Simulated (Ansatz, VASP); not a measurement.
**Ti: VASP beside Ansatz**

```
Ti
1.0
    -1.72601    1.72601    1.60174
     1.72601   -1.72601    1.60174
     1.72601    1.72601   -1.60174
Ti
1
Direct
  0.00000 0.00000 0.00000
```

Alike in both runs: task single point; functional PBE; k mesh 22 × 22 × 22; occupations gaussian, width 0.15 eV; no spin polarisation.

|  | VASP | Ansatz |
| --- | --- | --- |
| version | VASP 6.6.1 | Ansatz 0.2.0 |
| potentials or method | VASP PAW PBE potentials, release 64 (Ti_sv), cutoff 520 eV | scalar-relativistic, plane waves, PAW |
| valence electrons in the cell | 12 | 12 |

```csv
,VASP,Ansatz,Ansatz less VASP
gap on the k mesh at the Fermi level (eV),none,none,-
pressure (GPa),-9.0,-8.9,+0.13
"traceless stress, the component that is largest in VASP (GPa)",-1.37,-1.37,+0.006
```

A gap of «none» marks a metal or a gap that the smearing closes.
